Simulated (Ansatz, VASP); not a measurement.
## One calculation of Al2Cu, two programs

The input INCAR:

```
SYSTEM = Al2Cu
ALGO = Fast ; EDIFF = 1E-7
ENCUT = 520 ; GGA = PE
ISIF = 2 ; ISMEAR = 0
LASPH = .True. ; LCHARG = .False.
LREAL = .False. ; LWAVE = .False.
NBANDS = 26 ; NELM = 60
PREC = Accurate ; SIGMA = 0.15
```

File KPOINTS:

```
k-points
0
Gamma
  12 12 12
  0 0 0
```

The input POSCAR:

```
Al2Cu
1.0
   -2.9712524810      3.0261888737      2.3735282055
    3.0811252664     -3.0261888737      2.5097067049
    2.9712524810      3.0261888737     -2.3735282055
Al Cu
4 2
Direct
    0.1587211841      0.6587211841      0.8174423682
    0.6587211841      0.8412788159      0.5000000000
    0.8412788159      0.3412788159      0.1825576318
    0.3412788159      0.1587211841      0.5000000000
    0.7500000000      0.7500000000      0.0000000000
    0.2500000000      0.2500000000      0.0000000000
```

Input for Ansatz:

```yaml
crystal:
  lattice:
    - [-2.971252481, 3.0261888737, 2.3735282055]
    - [3.0811252664, -3.0261888737, 2.5097067049]
    - [2.971252481, 3.0261888737, -2.3735282055]
  atoms:
    - { symbol: Al, position: [0.1587211841, 0.6587211841, 0.8174423682] }
    - { symbol: Al, position: [0.6587211841, 0.8412788159, 0.5] }
    - { symbol: Al, position: [0.8412788159, 0.3412788159, 0.1825576318] }
    - { symbol: Al, position: [0.3412788159, 0.1587211841, 0.5] }
    - { symbol: Cu, position: [0.75, 0.75, 0.0] }
    - { symbol: Cu, position: [0.25, 0.25, 0.0] }
basis:
  ecutwfc: 420
kpoints:
  mp_grid: { grid: [12, 12, 12] }
hamiltonian:
  xc: pbe
scf:
  occupations: { method: gaussian, width: 0.15 }
output:
  forces: true
  stress: true
  eigenvalues: true
```

Change from the starting cell: strain +0.0450 x Voigt [0, 0, 0, 0, 1, 0], atoms carried along.

Alike in both runs: task single point; functional PBE; k mesh 12 × 12 × 12; occupations gaussian, width 0.15 eV; no spin polarisation.

```csv
,VASP,Ansatz
version,VASP 6.6.1,Ansatz 0.2.0
potentials or method,"VASP PAW PBE potentials, release 64 (Al, Cu), cutoff 520 eV","scalar-relativistic, plane waves, PAW"
valence electrons in the cell,34,50
```

|  | VASP | Ansatz | Ansatz less VASP |
| --- | --- | --- | --- |
| gap on the k mesh at the Fermi level (eV) | none | none | - |
| pressure (GPa) | 0.4 | 0.2 | -0.17 |
| traceless stress, the component that is largest in VASP (GPa) | -1.84 | -1.84 | +0.002 |
| rms of the force components (eV/Å) | 0.059 | 0.059 | -0.0004 |

Atom by atom the forces differ by 0.002 eV/Å (rms over components). A gap of «none» marks a metal or a gap that the smearing closes. VASP's potentials hold 34 valence electrons a cell and Ansatz's 50, so a difference there can come from the potentials and not from the codes.
